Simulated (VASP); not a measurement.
# ZnSe (F-43m) in VASP: further runs

Runs on ZnSe. Level: r2SCAN. Tasks: single point.

All numbers are computed with VASP 6.6.1; they aren't measurements. Logs are shortened: lines on timing, memory, paths and dates and some standing lists are left out, and cuts for length are marked.

## (1) The cell of the first run

It takes space group F-43m (No. 216, cubic). Conventional cell: a = 5.668 Å, b = 5.668 Å, c = 5.668 Å, α = 90.00°, β = 90.00°, γ = 90.00°. Zn (site symmetry -43m) has 4 Se at 2.45 Å within 3.2 Å. Within 3.2 Å of Se (site symmetry -43m) lie 4 Zn at 2.45 Å.

## (2) Single point, r2SCAN

POSCAR reads:

```
ZnSe
1.0
    0.0000000000      2.8340000000      2.8340000000
    2.8340000000      0.0000000000      2.8340000000
    2.8340000000      2.8340000000      0.0000000000
Zn Se
1 1
Direct
    0.0000000000      0.0000000000      0.0000000000
    0.2500000000      0.2500000000      0.2500000000
```

INCAR.step1 reads:

```
SYSTEM = ZnSe
PREC = Accurate
ENCUT = 520
ISMEAR = 0
SIGMA = 0.01
LREAL = .FALSE.
LASPH = .TRUE.
NELM = 100
NBANDS = 16
GGA = PE
ALGO = Normal
EDIFF = 1E-4
LWAVE = .TRUE.
LCHARG = .FALSE.
```

INCAR.step2 reads:

```
SYSTEM = ZnSe
PREC = Accurate
ENCUT = 520
EDIFF = 1E-6
ISMEAR = 0
SIGMA = 0.01
LREAL = .FALSE.
LASPH = .TRUE.
NELM = 100
ALGO = Normal
ISIF = 2
LWAVE = .FALSE.
LCHARG = .FALSE.
METAGGA = R2SCAN
LMIXTAU = .TRUE.
NBANDS = 16
ISTART = 1
```

KPOINTS reads:

```
regular mesh
0
G
  6 6 6
  0 0 0
```

Potentials or basis: VASP PAW PBE potentials, release 64 (Zn, Se).

Command:

```console
> cat potpaw_PBE.64/Zn/POTCAR potpaw_PBE.64/Se/POTCAR > POTCAR
> cp INCAR.step1 INCAR
> mpirun -np 1 vasp_std > vasp.out
> cp INCAR.step2 INCAR
> mpirun -np 1 vasp_std > vasp.out
```

OUTCAR:

```text
SYSTEM = ZnSe
   PREC = Accurate
   ENCUT = 520
   EDIFF = 1E-6
   ISMEAR = 0
   LREAL = .FALSE.
   LASPH = .TRUE.
   NELM = 100
   ISIF = 2
   METAGGA = R2SCAN
   ISTART = 1

 ion  position               nearest neighbor table
   1  0.000  0.000  0.000-   2 2.45   2 2.45   2 2.45   2 2.45
   2  0.250  0.250  0.250-   1 2.45   1 2.45   1 2.45   1 2.45

  LATTYP: Found a face centered cubic cell.
 ALAT       =     5.6680000000

  Lattice vectors:

 A1 = (   0.0000000000,   2.8340000000,   2.8340000000)
 A2 = (   2.8340000000,   0.0000000000,   2.8340000000)
 A3 = (   2.8340000000,   2.8340000000,   0.0000000000)

Analysis of symmetry for initial positions (statically):
=====================================================================
 Subroutine PRICEL returns:
 Original cell was already a primitive cell.

 Routine SETGRP: Setting up the symmetry group for a
 face centered cubic supercell.

 Subroutine GETGRP returns: Found 24 space group operations
 (whereof 24 operations were pure point group operations)
 out of a pool of 48 trial point group operations.

The static configuration has the point symmetry T_d .

Analysis of symmetry for dynamics (positions and initial velocities):
=====================================================================
 Subroutine PRICEL returns:
 Original cell was already a primitive cell.

 Routine SETGRP: Setting up the symmetry group for a
 face centered cubic supercell.

 Subroutine GETGRP returns: Found 24 space group operations
 (whereof 24 operations were pure point group operations)
 out of a pool of 48 trial point group operations.

The dynamic configuration has the point symmetry T_d .

 Subroutine INISYM returns: Found 24 space group operations
 (whereof 24 operations are pure point group operations),
 and found     1 'primitive' translations

----------------------------------------------------------------------------------------

                                     Primitive cell

  volume of cell :      45.5229

  direct lattice vectors                    reciprocal lattice vectors
     0.000000000  2.834000000  2.834000000    -0.176429076  0.176429076  0.176429076
     2.834000000  0.000000000  2.834000000     0.176429076 -0.176429076  0.176429076
     2.834000000  2.834000000  0.000000000     0.176429076  0.176429076 -0.176429076

  length of vectors
[... 72 lines left out ...]
   NELM   =    100;   NELMIN=  2; NELMDL=  0     # of ELM steps
   EDIFF  = 0.1E-05   stopping-criterion for ELM
   LREAL  =      F    real-space projection
   EDIFFG = 0.1E-04   stopping-criterion for IOM
   NSW    =      0    number of steps for IOM
   IBRION =     -1    ionic relax: 0-MD 1-quasi-New 2-CG
   NFREE  =      0    steps in history (QN), initial steepest desc. (CG)
   ISIF   =      2    stress and relaxation
   ISYM   =      2    0-nonsym 1-usesym 2-fastsym
   POTIM  = 0.5000    time-step for ionic-motion
   TEBEG  =    0.0;   TEEND  =   0.0 temperature during run
   PSTRESS=    0.0 pullay stress
   NELECT =      18.0000    total number of electrons
   NUPDOWN=      -1.0000    fix difference up-down
   EMIN   =  10.00;   EMAX   =-10.00  energy-range for DOS
   EFERMI =   0.00;   METHOD = LEGACY
   ISMEAR =     0;   SIGMA  =   0.01  broadening in eV -4-tet -1-fermi 0-gaus
   EFERMI_NEDOS =   21; number of points for ismear=-14 and -15
   IALGO  =     38    algorithm
   IMIX   =      4    mixing-type and parameters
     AMIX     =   0.40;   BMIX     =  1.00
     AMIX_MAG =   1.60;   BMIX_MAG =  1.00
  volume/ion in A,a.u.               =      22.76       153.60
  Fermi-wavevector in a.u.,A,eV,Ry     =   1.201589  2.270673 19.644300  1.443815
  Thomas-Fermi vector in A             =   2.337393
   LORBIT       =      0    0 simple, 1 ext, 2 COOP (PROOUT), +10 PAW based schemes
   METAGGA = R2SCAN    functional components
   LHFCALC =     F    Hartree Fock is set to
   AEXX    =    0.0000 exact exchange contribution
   IVDW    =     0    specifies the selected vdW correction
   LEPSILON=     F    determine dielectric tensor
   LRPA    =     F    only Hartree local field effects (RPA)
 non-spin polarized calculation
 Gauss-broadening in eV      SIGMA  =   0.01
  energy-cutoff  :      520.00
  volume of cell :       45.52
 maximum number of plane-waves:      1243
 NGX is ok and might be reduce to    30
   NGX = 15   NGY = 15   NGZ = 15

 number of electron      18.0000012 magnetization

 Free energy of the ion-electron system (eV)
  ---------------------------------------------------
  ext. energy  EPLUGINS =         0.00000000
  ---------------------------------------------------
  free energy    TOTEN  =       -24.90527818 eV

  energy without entropy =      -24.90527818  energy(sigma->0) =      -24.90527818

 E-fermi :   1.4357     XC(G=0):  -9.9179

 val. band max:        1.2989323211   @ k =   0.0000   0.0000   0.0000
 cond. band min:       3.1639870166   @ k =   0.0000   0.0000   0.0000
 fundamental gap:      1.8650546955
 Fermi energy:         1.4357378679

 k-point     1 :       0.0000    0.0000    0.0000
  band No.  band energies     occupation
      1     -12.4126      2.00000
      2      -5.3966      2.00000
      3      -5.3966      2.00000
      4      -5.3965      2.00000
      5      -4.9899      2.00000
      6      -4.9899      2.00000
[... 281 lines left out ...]
      3      -5.1647      2.00000
      4      -5.0825      2.00000
      5      -4.9756      2.00000
      6      -4.7192      2.00000
[... 8 lines left out ...]
     15      15.7509      0.00000
     16      16.2857      0.00000

------------------------ aborting loop because EDIFF is reached ----------------------------------------

  FORCE on cell =-STRESS in cart. coord.  units (eV):
  Direction    XX          YY          ZZ          XY          YZ          ZX
  --------------------------------------------------------------------------------------
  -------------------------------------------------------------------------------------
  Total        0.0096060      0.0096060      0.0096060     -0.0000000     -0.0000000     -0.0000000
  in kB        0.3380846      0.3380846      0.3380846     -0.0000000     -0.0000000     -0.0000000
  external PRESSURE =       0.3380846 kB  Pullay stress =       0.0000000 kB

 VOLUME and BASIS-vectors are now :
 -----------------------------------------------------------------------------
  energy-cutoff  :      520.00
  volume of cell :       45.52
      direct lattice vectors                 reciprocal lattice vectors
     0.000000000  2.834000000  2.834000000    -0.176429076  0.176429076  0.176429076
     2.834000000  0.000000000  2.834000000     0.176429076 -0.176429076  0.176429076
     2.834000000  2.834000000  0.000000000     0.176429076  0.176429076 -0.176429076

 POSITION                                       TOTAL-FORCE (eV/Angst)
 -----------------------------------------------------------------------------------
      0.00000      0.00000      0.00000        -0.000000     -0.000000     -0.000000
      1.41700      1.41700      1.41700         0.000000      0.000000      0.000000
 -----------------------------------------------------------------------------------
    total drift:                                0.000022      0.000022      0.000022

  FREE ENERGIE OF THE ION-ELECTRON SYSTEM (eV)
  ---------------------------------------------------
  free  energy   TOTEN  =       -24.9052781825 eV

  energy  without entropy=      -24.9052781825  energy(sigma->0) =      -24.90527818
```

OUTCAR.step1:

```text
SYSTEM = ZnSe
   PREC = Accurate
   ENCUT = 520
   ISMEAR = 0
   LREAL = .FALSE.
   LASPH = .TRUE.
[... 515 lines left out ...]
      0.00000      0.00000      0.00000        -0.000000      0.000000      0.000000
      1.41700      1.41700      1.41700         0.000000     -0.000000     -0.000000
 -----------------------------------------------------------------------------------
    total drift:                               -0.000001     -0.000001     -0.000001

  FREE ENERGIE OF THE ION-ELECTRON SYSTEM (eV)
  ---------------------------------------------------
  free  energy   TOTEN  =        -6.0150597160 eV

  energy  without entropy=       -6.0150597160  energy(sigma->0) =       -6.01505972
```

OSZICAR.step1:

```text
N       E                     dE             d eps       ncg     rms          rms(c)
DAV:   1     0.845403889267E+02    0.84540E+02   -0.89903E+03   512   0.132E+03
DAV:   2    -0.108300940036E+01   -0.85623E+02   -0.80614E+02   584   0.243E+02
DAV:   3    -0.626156951828E+01   -0.51786E+01   -0.51594E+01   592   0.591E+01
DAV:   4    -0.630480481361E+01   -0.43235E-01   -0.43231E-01   664   0.583E+00
DAV:   5    -0.630500907196E+01   -0.20426E-03   -0.20426E-03   608   0.357E-01    0.475E+00
DAV:   6    -0.603405596848E+01    0.27095E+00   -0.53065E-01   736   0.238E+01    0.363E+00
DAV:   7    -0.601487939423E+01    0.19177E-01   -0.15659E-01   560   0.349E+00    0.154E+00
DAV:   8    -0.601471576024E+01    0.16363E-03   -0.43634E-03   712   0.656E-01    0.452E-01
DAV:   9    -0.601495787641E+01   -0.24212E-03   -0.10865E-03   560   0.252E-01    0.671E-02
DAV:  10    -0.601506465882E+01   -0.10678E-03   -0.18636E-04   640   0.106E-01    0.204E-02
DAV:  11    -0.601505971600E+01    0.49428E-05   -0.31510E-05   328   0.541E-02
   1 F= -.60150597E+01 E0= -.60150597E+01  d E =-.560754E-17
```

Wall time 98 s (1 thread of Intel Xeon 8259CL, shared host); peak memory 0.17 GiB.

Results:

```
Free energy            : -24.9053 eV
Pressure               : 0.0 GPa
Band gap on the k mesh : 1.87 eV
```

Levels at points of the mesh, in eV from the valence-band top:
| k point | band 7 | band 8 | band 9 | band 10 | band 11 | band 12 |
| --- | --- | --- | --- | --- | --- | --- |
| (0.00, 0.00, 0.00) | 0.00 | 0.00 | 0.00 | 1.87 | 6.31 | 6.31 |
| (0.50, 0.00, 0.00) | -5.30 | -0.88 | -0.88 | 3.05 | 6.86 | 6.86 |
| (0.50, 0.50, 0.00) | -4.79 | -2.23 | -2.23 | 3.33 | 3.87 | 11.51 |

Caveat: the PAW data sets were made with another functional, which shifts forces and pressure a little.

## (3) Single point, r2SCAN, non-collinear spin, zero start, spin-orbit coupling

POSCAR is that of step 2.

INCAR.step1 reads:

```
ALGO = Normal
EDIFF = 1E-4
ENCUT = 520
GGA = PE
GGA_COMPAT = False
ISMEAR = 0
LASPH = True
LCHARG = False
LREAL = False
LSORBIT = True
LWAVE = True
MAGMOM = 0 0 0 0 0 0
NBANDS = 30
NELM = 150
PREC = Accurate
SIGMA = 0.01
```

INCAR.step2 reads:

```
ALGO = Normal
EDIFF = 1E-7
ENCUT = 520
GGA_COMPAT = False
ISIF = 2
ISMEAR = 0
ISTART = 1
LASPH = True
LCHARG = False
LMIXTAU = True
LORBIT = 11
LORBMOM = True
LREAL = False
LSORBIT = True
LWAVE = False
MAGMOM = 0 0 0 0 0 0
METAGGA = R2SCAN
NBANDS = 30
NELM = 150
PREC = Accurate
SIGMA = 0.01
```

KPOINTS reads:

```
k-points
0
Gamma
  6 6 6
```

Potentials or basis: VASP PAW PBE potentials, release 64 (Zn, Se).

Command:

```console
> cat potpaw_PBE.64/Zn/POTCAR potpaw_PBE.64/Se/POTCAR > POTCAR
> cp INCAR.step1 INCAR
> mpirun -np 1 vasp_ncl > vasp.out
> cp INCAR.step2 INCAR
> mpirun -np 1 vasp_ncl > vasp.out
```

OUTCAR:

```text
EDIFF = 1E-7
   ENCUT = 520
   ISIF = 2
   ISMEAR = 0
   ISTART = 1
   LASPH = True
   LORBIT = 11
   LREAL = False
   LSORBIT = True
   METAGGA = R2SCAN
   NELM = 150
   PREC = Accurate

 ion  position               nearest neighbor table
   1  0.000  0.000  0.000-   2 2.45   2 2.45   2 2.45   2 2.45
   2  0.250  0.250  0.250-   1 2.45   1 2.45   1 2.45   1 2.45

  LATTYP: Found a face centered cubic cell.
 ALAT       =     5.6680000000

  Lattice vectors:

 A1 = (   0.0000000000,   2.8340000000,   2.8340000000)
 A2 = (   2.8340000000,   0.0000000000,   2.8340000000)
 A3 = (   2.8340000000,   2.8340000000,   0.0000000000)

[... 1015 lines left out ...]
    -0.0000040    -0.0000010     0.0000000    -0.0000010     0.0000000
 l=   3
     0.0000000     0.0000000     0.0000000     0.0000000     0.0000000     0.0000000     0.0000000
     0.0000000     0.0000000     0.0000000     0.0000000     0.0000000     0.0000000     0.0000000
     0.0000000     0.0000000     0.0000000     0.0000000     0.0000000     0.0000000     0.0000000
     0.0000000     0.0000000     0.0000000     0.0000000     0.0000000     0.0000000     0.0000000
     0.0000000     0.0000000     0.0000000     0.0000000     0.0000000     0.0000000     0.0000000
     0.0000000     0.0000000     0.0000000     0.0000000     0.0000000     0.0000000     0.0000000
     0.0000000     0.0000000     0.0000000     0.0000000     0.0000000     0.0000000     0.0000000

 total charge

# of ion       s       p       d       tot
------------------------------------------
    1        0.511   0.443   9.803  10.757
    2        1.430   2.484   0.030   3.944
--------------------------------------------------
tot          1.941   2.927   9.833  14.701

 magnetization (x)

# of ion       s       p       d       tot
------------------------------------------
    1        0.000  -0.000   0.000   0.000
    2        0.000  -0.000   0.000  -0.000
--------------------------------------------------
tot          0.000  -0.000   0.000   0.000

 magnetization (y)

# of ion       s       p       d       tot
------------------------------------------
    1        0.000   0.000   0.000   0.000
    2        0.000   0.000   0.000   0.000
--------------------------------------------------
tot          0.000   0.000   0.000   0.000

 magnetization (z)

# of ion       s       p       d       tot
------------------------------------------
    1        0.000  -0.000   0.000   0.000
    2        0.000  -0.000   0.000  -0.000
--------------------------------------------------
tot          0.000  -0.000   0.000   0.000
```

OUTCAR.step1:

```text
EDIFF = 1E-4
   ENCUT = 520
   GGA = PE
   ISMEAR = 0
   LASPH = True
   LREAL = False
   LSORBIT = True
   NELM = 150
[... 1005 lines left out ...]
     0.0000000     0.0000000     0.0000000     0.0000000     0.0000000     0.0000000     0.0000000
     0.0000000     0.0000000     0.0000000     0.0000000     0.0000000     0.0000000     0.0000000
     0.0000000     0.0000000     0.0000000     0.0000000     0.0000000     0.0000000     0.0000000
     0.0000000     0.0000000     0.0000000     0.0000000     0.0000000     0.0000000     0.0000000
     0.0000000     0.0000000     0.0000000     0.0000000     0.0000000     0.0000000     0.0000000

=======================================================================

 ========================================================
```

It took 12 min on 1 thread of Intel Xeon 8259CL, shared host; peak memory 0.35 GiB.

What came out:

```
Free energy                                           : -24.9260 eV
Pressure                                              : 0.0 GPa
Net moment                                            : 0.00 μB per cell
Valence electrons inside the program's atomic spheres : Zn 10.76; Se 3.94
```

Moments on the atoms (μB; x, y, z):
```
Zn  0.00 0.00 0.00
Se  0.00 0.00 0.00
```

Caveat: the PAW data sets were made with another functional, which shifts forces and pressure a little.
